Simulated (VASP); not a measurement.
# TiAl (P4/mmm) in VASP: further runs

TiAl is run at these levels: PBE; tasks: single point.

Everything below comes from runs of VASP 6.6.1. Logs are shortened: lines on timing, memory, paths and dates and some standing lists are left out, and cuts for length are marked.

## Step 1: The cell of the first run

It takes space group P4/mmm (No. 123, tetragonal). The conventional cell has a = 2.925 Å, b = 2.925 Å, c = 3.306 Å, α = 90.00°, β = 90.00°, γ = 90.00°. Ti (site symmetry 4/mmm) has 8 Al at 2.65 Å and 6 Ti at 2.92 to 3.31 Å within 3.5 Å. Within 3.5 Å of Al (site symmetry 4/mmm) lie 8 Ti at 2.65 Å and 6 Al at 2.92 to 3.31 Å.

## Step 2: Single point, PBE (strain -0.080 along x and y, +0.040 along z)

The input, INCAR:

```
SYSTEM = TiAl
  PREC = Accurate
  ENCUT = 520
  EDIFF = 1E-6
  ISMEAR = 0
  SIGMA = 0.15
  LREAL = .False.
  LASPH = .True.
  NELM = 60
  ALGO = Fast
  ISIF = 2
  LWAVE = .False.
  LCHARG = .True.
  GGA = PE
  LELF = .True.
  LVHAR = .True.
  NBANDS = 14
```

The input, KPOINTS:

```
regular mesh
0
Gamma
  16 16 16
  0 0 0
```

The input, POSCAR:

```
TiAl
1.0
    2.9247388800      0.0000000000      0.0000000000
    0.0000000000      2.9247388800      0.0000000000
    0.0000000000      0.0000000000      3.3062265600
Ti Al
1 1
Direct
    0.0000000000      0.0000000000      0.0000000000
    0.5000000000      0.5000000000      0.5000000000
```

Potentials or basis: VASP PAW PBE potentials, release 64 (Ti_sv, Al).

Run with:

```
cat potpaw_PBE.64/Ti_sv/POTCAR potpaw_PBE.64/Al/POTCAR > POTCAR
mpirun -np 1 vasp_std > vasp.out
```

OUTCAR:

```text
SYSTEM = TiAl
   PREC = Accurate
   ENCUT = 520
   EDIFF = 1E-6
   ISMEAR = 0
   LREAL = .False.
   LASPH = .True.
   NELM = 60
   ISIF = 2
   GGA = PE

 ion  position               nearest neighbor table
   1  0.000  0.000  0.000-   2 2.65   2 2.65   2 2.65   2 2.65   2 2.65   2 2.65   2 2.65   2 2.65

   2  0.500  0.500  0.500-   1 2.65   1 2.65   1 2.65   1 2.65   1 2.65   1 2.65   1 2.65   1 2.65

  LATTYP: Found a simple tetragonal cell.
 ALAT       =     2.9247388800
 C/A-ratio  =     1.1304347826

  Lattice vectors:

 A1 = (   2.9247388800,   0.0000000000,   0.0000000000)
 A2 = (   0.0000000000,   2.9247388800,   0.0000000000)
 A3 = (   0.0000000000,   0.0000000000,   3.3062265600)

Analysis of symmetry for initial positions (statically):
=====================================================================
 Subroutine PRICEL returns:
 Original cell was already a primitive cell.

 Routine SETGRP: Setting up the symmetry group for a
 simple tetragonal supercell.

 Subroutine GETGRP returns: Found 16 space group operations
 (whereof 16 operations were pure point group operations)
 out of a pool of 16 trial point group operations.

The static configuration has the point symmetry D_4h.

Analysis of symmetry for dynamics (positions and initial velocities):
=====================================================================
 Subroutine PRICEL returns:
 Original cell was already a primitive cell.

 Routine SETGRP: Setting up the symmetry group for a
 simple tetragonal supercell.

 Subroutine GETGRP returns: Found 16 space group operations
 (whereof 16 operations were pure point group operations)
 out of a pool of 16 trial point group operations.

The dynamic configuration has the point symmetry D_4h.

 Subroutine INISYM returns: Found 16 space group operations
 (whereof 16 operations are pure point group operations),
 and found     1 'primitive' translations

----------------------------------------------------------------------------------------

                                     Primitive cell

  volume of cell :      28.2818

  direct lattice vectors                    reciprocal lattice vectors
     2.924738880  0.000000000  0.000000000     0.341910865  0.000000000  0.000000000
     0.000000000  2.924738880  0.000000000     0.000000000  0.341910865  0.000000000
     0.000000000  0.000000000  3.306226560     0.000000000  0.000000000  0.302459611

  length of vectors
     2.924738880  2.924738880  3.306226560     0.341910865  0.341910865  0.302459611

  position of ions in fractional coordinates (direct lattice)
     0.000000000  0.000000000  0.000000000
     0.500000000  0.500000000  0.500000000

  ion indices of the primitive-cell ions
   primitive index   ion index
                 1           1
                 2           2

----------------------------------------------------------------------------------------

 KPOINTS: regular mesh

Automatic generation of k-mesh.
 Grid dimensions read from file:
 generate k-points for:   16   16   16

 Generating k-lattice:

  Cartesian coordinates                     Fractional coordinates (reciprocal lattice)
     0.021369429  0.000000000  0.000000000     0.062500000  0.000000000  0.000000000
     0.000000000  0.021369429  0.000000000     0.000000000  0.062500000  0.000000000
     0.000000000  0.000000000  0.018903726     0.000000000  0.000000000  0.062500000

  Length of vectors
     0.021369429  0.021369429  0.018903726

  Shift w.r.t. Gamma in fractional coordinates (k-lattice)
     0.000000000  0.000000000  0.000000000

 Subroutine IBZKPT returns following result:
 ===========================================

 Found    405 irreducible k-points:

 Following reciprocal coordinates:
            Coordinates               Weight
  0.000000  0.000000  0.000000      1.000000
  0.062500  0.000000  0.000000      4.000000
  0.125000  0.000000  0.000000      4.000000
  0.187500  0.000000  0.000000      4.000000
  0.250000  0.000000  0.000000      4.000000
  0.312500  0.000000  0.000000      4.000000
[... 16 lines left out ...]
  0.437500  0.125000  0.000000      8.000000
  0.500000  0.125000  0.000000      4.000000
 [... further k-points ...]
   k-points           NKPTS =    405   k-points in BZ     NKDIM =    405   number of bands    NBANDS=     14
   number of dos      NEDOS =    301   number of ions     NIONS =      2
   total plane-waves  NPLWV =  16128
   dimension x,y,z NGX =    24 NGY =   24 NGZ =   28
   dimension x,y,z NGXF=    48 NGYF=   48 NGZF=   56
   ions per type =               1   1
   NGX,Y,Z   is equivalent  to a cutoff of  13.64, 13.64, 14.08 a.u.
   NGXF,Y,Z  is equivalent  to a cutoff of  27.28, 27.28, 28.16 a.u.
 SYSTEM =  TiAl
   PREC   = accura    normal or accurate (medium, high low for compatibility)
   ISTART =      0    job   : 0-new  1-cont  2-samecut
   ICHARG =      2    charge: 1-file 2-atom 10-const
   ISPIN  =      1    spin polarized calculation?
   LNONCOLLINEAR =      F non collinear calculations
   LSORBIT =      F    spin-orbit coupling
   LASPH  =      T    aspherical Exc in radial PAW
   ENCUT  =  520.0 eV  38.22 Ry    6.18 a.u.   5.44  5.44  6.15*2*pi/ulx,y,z
   NELM   =     60;   NELMIN=  2; NELMDL= -5     # of ELM steps
   EDIFF  = 0.1E-05   stopping-criterion for ELM
   LREAL  =      F    real-space projection
   EDIFFG = 0.1E-04   stopping-criterion for IOM
   NSW    =      0    number of steps for IOM
   IBRION =     -1    ionic relax: 0-MD 1-quasi-New 2-CG
   NFREE  =      0    steps in history (QN), initial steepest desc. (CG)
   ISIF   =      2    stress and relaxation
   ISYM   =      2    0-nonsym 1-usesym 2-fastsym
   POTIM  = 0.5000    time-step for ionic-motion
   TEBEG  =    0.0;   TEEND  =   0.0 temperature during run
   PSTRESS=    0.0 pullay stress
   NELECT =      15.0000    total number of electrons
   NUPDOWN=      -1.0000    fix difference up-down
   EMIN   =  10.00;   EMAX   =-10.00  energy-range for DOS
   EFERMI =   0.00;   METHOD = LEGACY
   ISMEAR =     0;   SIGMA  =   0.15  broadening in eV -4-tet -1-fermi 0-gaus
   EFERMI_NEDOS =   21; number of points for ismear=-14 and -15
   IALGO  =     68    algorithm
   IMIX   =      4    mixing-type and parameters
     AMIX     =   0.40;   BMIX     =  1.00
     AMIX_MAG =   1.60;   BMIX_MAG =  1.00
  volume/ion in A,a.u.               =      14.14        95.43
  Fermi-wavevector in a.u.,A,eV,Ry     =   1.325164  2.504197 23.892644  1.756060
  Thomas-Fermi vector in A             =   2.454645
   LORBIT       =      0    0 simple, 1 ext, 2 COOP (PROOUT), +10 PAW based schemes
   GGA     = PE    functional components
   LHFCALC =     F    Hartree Fock is set to
   AEXX    =    0.0000 exact exchange contribution
   IVDW    =     0    specifies the selected vdW correction
   LEPSILON=     F    determine dielectric tensor
   LRPA    =     F    only Hartree local field effects (RPA)
 non-spin polarized calculation
 RMM-DIIS sequential band-by-band and
 Gauss-broadening in eV      SIGMA  =   0.15
  energy-cutoff  :      520.00
  volume of cell :       28.28
 maximum number of plane-waves:       789
 NGX is ok and might be reduce to    24
   NGX = 11   NGY = 11   NGZ = 13

 number of electron      15.0000001 magnetization

 Free energy of the ion-electron system (eV)
  ---------------------------------------------------
  ext. energy  EPLUGINS =         0.00000000
  ---------------------------------------------------
  free energy    TOTEN  =       -11.96795025 eV

  energy without entropy =      -11.94327847  energy(sigma->0) =      -11.95561436

 E-fermi :  10.0715     XC(G=0): -11.6432

 val. band max:       10.0712396229   @ k =   0.1875   0.0000   0.3750
 cond. band min:      10.0723411669   @ k =   0.3125   0.2500   0.2500
 fundamental gap:      0.0011015441
 Fermi energy:        10.0715114605

 k-point     1 :       0.0000    0.0000    0.0000
  band No.  band energies     occupation
      1     -46.4396      2.00000
      2     -22.7499      2.00000
      3     -22.5402      2.00000
      4     -22.5402      2.00000
      5       0.3311      2.00000
      6       8.2034      2.00000
      7       8.6035      2.00000
      8      12.1456      0.00000
      9      12.1456      0.00000
     10      12.8029      0.00000
     11      13.0498      0.00000
     12      16.5307      0.00000
     13      16.5307      0.00000
     14      19.5901      0.00000

 k-point     2 :       0.0625    0.0000    0.0000
  band No.  band energies     occupation
      1     -46.4380      2.00000
      2     -22.7483      2.00000
      3     -22.5551      2.00000
      4     -22.5389      2.00000
      5       0.4063      2.00000
      6       8.2386      2.00000
      7       8.6084      2.00000
      8      11.7963      0.00000
      9      12.1578      0.00000
     10      12.6925      0.00000
     11      13.4366      0.00000
     12      16.0674      0.00000
     13      16.6793      0.00000
     14      19.8352      0.00000

 k-point     3 :       0.1250    0.0000    0.0000
  band No.  band energies     occupation
      1     -46.4335      2.00000
      2     -22.7439      2.00000
      3     -22.5974      2.00000
      4     -22.5353      2.00000
      5       0.6297      2.00000
      6       8.3204      2.00000
      7       8.6124      2.00000
      8      11.2427      0.00000
      9      12.1927      0.00000
     10      12.4117      0.00000
     11      14.1059      0.00000
     12      15.1772      0.00000
     13      17.0779      0.00000
     14      19.1759      0.00000
[... 324 lines left out ...]
 k-point    23 :       0.4375    0.1250    0.0000
  band No.  band energies     occupation
      1     -46.3937      2.00000
      2     -22.8996      2.00000
      3     -22.7049      2.00000
      4     -22.5609      2.00000
      5       3.8722      2.00000
      6       5.7230      2.00000
      7       9.5313      2.00000
      8       9.6481      1.99993
      9      10.5860      0.00000
     10      12.0061      0.00000
     11      14.1310      0.00000
     12      17.1534      0.00000
     13      18.5750      0.00000
     14      19.1598      0.00000

 k-point    24 :       0.5000    0.1250    0.0000
  band No.  band energies     occupation
      1     -46.3921      2.00000
      2     -22.9136      2.00000
      3     -22.7033      2.00000
      4     -22.5595      2.00000
      5       4.5447      2.00000
      6       5.0089      2.00000
      7       9.4753      2.00000
      8       9.7558      1.99708
      9      10.4840      0.00010
     10      12.0242      0.00000
     11      14.2168      0.00000
     12      17.0515      0.00000
     13      19.1577      0.00000
     14      19.7800      0.00000

 [... further k-points ...]
[... 5 lines left out ...]
  --------------------------------------------------------------------------------------
  -------------------------------------------------------------------------------------
  Total        2.9430844      2.9430844      4.5564341      0.0000000      0.0000000      0.0000000
  in kB      166.7272151    166.7272151    258.1242850      0.0000000      0.0000000      0.0000000
  external PRESSURE =     197.1929050 kB  Pullay stress =       0.0000000 kB

 VOLUME and BASIS-vectors are now :
 -----------------------------------------------------------------------------
  energy-cutoff  :      520.00
  volume of cell :       28.28
      direct lattice vectors                 reciprocal lattice vectors
     2.924738880  0.000000000  0.000000000     0.341910865  0.000000000  0.000000000
     0.000000000  2.924738880  0.000000000     0.000000000  0.341910865  0.000000000
     0.000000000  0.000000000  3.306226560     0.000000000  0.000000000  0.302459611

 POSITION                                       TOTAL-FORCE (eV/Angst)
 -----------------------------------------------------------------------------------
      0.00000      0.00000      0.00000         0.000000      0.000000      0.000000
      1.46237      1.46237      1.65311         0.000000      0.000000      0.000000
 -----------------------------------------------------------------------------------
    total drift:                               -0.000000      0.000000      0.000000

  FREE ENERGIE OF THE ION-ELECTRON SYSTEM (eV)
  ---------------------------------------------------
  free  energy   TOTEN  =       -11.9679502488 eV

  energy  without entropy=      -11.9432784720  energy(sigma->0) =      -11.95561436
```

Wall time 4 min (1 thread of AMD EPYC 7R13 (Zen 3), shared host); peak memory 0.25 GiB.

Results:

- Free energy: -11.9680 eV
- Pressure: 19.7 GPa

Caveat: the cell differs from its parent crystal (strain -0.080 along x and y, +0.040 along z).

## Step 3: Single point, PBE (strain -0.080 along x and y, +0.080 along z)

The input, INCAR:

```
ALGO     = Fast           # electronic algorithm
EDIFF    = 1E-6           # SCF threshold, eV
ENCUT    = 520            # plane-wave cutoff, eV
GGA      = PE             # functional
ISIF     = 2              # what is computed and relaxed
ISMEAR   = 0              # smearing method
LASPH    = T              # aspherical terms in the spheres
LCHARG   = T              # write CHGCAR
LELF     = T              # ELF
LREAL    = F              # projectors in reciprocal space
LVHAR    = T            
LWAVE    = F              # write WAVECAR
NBANDS   = 14             # bands
NELM     = 100            # most SCF steps
PREC     = Accurate       # precision mode
SIGMA    = 0.15           # smearing width, eV
```

The input, KPOINTS:

```
k-points
0
Gamma
  16 16 16
```

POSCAR: that of step 2 with these lines changed.

```diff
@@ -4,3 +4,3 @@
     0.0000000000      2.9247388800      0.0000000000
-    0.0000000000      0.0000000000      3.3062265600
+    0.0000000000      0.0000000000      3.4333891200
 Ti Al
```

Potentials or basis: VASP PAW PBE potentials, release 64 (Ti_sv, Al).

Run with:

```
cat potpaw_PBE.64/Ti_sv/POTCAR potpaw_PBE.64/Al/POTCAR > POTCAR
mpirun -np 1 vasp_std > vasp.out
```

It took 3.7 min on 1 thread of AMD EPYC 7R13 (Zen 3), shared host; peak memory 0.25 GiB.

It converged, with:

```yaml
Free_energy: -12.1232 eV
Pressure: 13.3 GPa
```

Stress tensor (GPa, compression positive):
```
 9.94  0.00  0.00
 0.00  9.94  0.00
 0.00  0.00 19.90
```

Levels at points of the mesh, in eV from the Fermi level:
```
           k point  band 6  band 7  band 8  band 9  band 10  band 11
(0.00, 0.00, 0.00)   -1.78   -1.28    2.03    2.03     2.29     2.81
(0.50, 0.00, 0.00)   -5.17   -0.90   -0.40    1.05     2.37     4.19
(0.50, 0.50, 0.00)   -1.36   -1.36   -1.17    0.11     0.11     3.80
(0.00, 0.00, 0.50)   -5.45   -0.71    0.98    0.98     2.19     2.90
(0.50, 0.00, 0.50)   -2.64   -1.66   -1.45    1.29     1.58     2.59
(0.50, 0.50, 0.50)   -3.11   -3.11    1.53    2.83     2.87     3.75
```

Caveat: the cell differs from its parent crystal (strain -0.080 along x and y, +0.080 along z).

## Step 4: Single point, PBE (strain +0.000 along x and y, -0.080 along z)

The input, INCAR:

```
ALGO = Fast ; EDIFF = 1E-6
ENCUT = 520 ; GGA = PE
ISIF = 2 ; ISMEAR = 0
LASPH = T ; LCHARG = F
LREAL = F ; LWAVE = F
NBANDS = 14 ; NELM = 100
PREC = Accurate ; SIGMA = 0.15
```

KPOINTS is that of step 3.

The input, POSCAR:

```
TiAl
1.0
    3.1790640000      0.0000000000      0.0000000000
    0.0000000000      3.1790640000      0.0000000000
    0.0000000000      0.0000000000      2.9247388800
Ti Al
1 1
Direct
    0.0000000000      0.0000000000      0.0000000000
    0.5000000000      0.5000000000      0.5000000000
```

Run with:

```
cat potpaw_PBE.64/Ti_sv/POTCAR potpaw_PBE.64/Al/POTCAR > POTCAR
mpirun -np 1 vasp_std > vasp.out
```

Wall time 2.9 min (1 thread of AMD EPYC 7R13 (Zen 3), shared host); peak memory 0.25 GiB.

It converged, with:

- Free energy: -12.0325 eV
- Pressure: 12.3 GPa

Stress tensor (GPa, compression positive):
```
12.53  0.00  0.00
 0.00 12.53  0.00
 0.00  0.00 11.78
```

Levels at points of the mesh, in eV from the Fermi level:
| k point | band 5 | band 6 | band 7 | band 8 | band 9 | band 10 |
| --- | --- | --- | --- | --- | --- | --- |
| (0.00, 0.00, 0.00) | -9.61 | -1.72 | -1.52 | 1.72 | 2.25 | 2.25 |
| (0.50, 0.00, 0.00) | -6.39 | -5.46 | -0.70 | -0.17 | 0.91 | 2.43 |
| (0.50, 0.50, 0.00) | -5.57 | -2.37 | -2.37 | -1.66 | 1.31 | 1.31 |
| (0.00, 0.00, 0.50) | -5.51 | -5.26 | -0.43 | -0.09 | -0.09 | 2.09 |
| (0.50, 0.00, 0.50) | -5.00 | -2.18 | -1.64 | -1.45 | 0.46 | 0.67 |
| (0.50, 0.50, 0.50) | -3.30 | -3.30 | -3.30 | 1.22 | 2.97 | 3.08 |

Caveat: the cell differs from its parent crystal (strain +0.000 along x and y, -0.080 along z).

(Continued in part 2 of 2.)
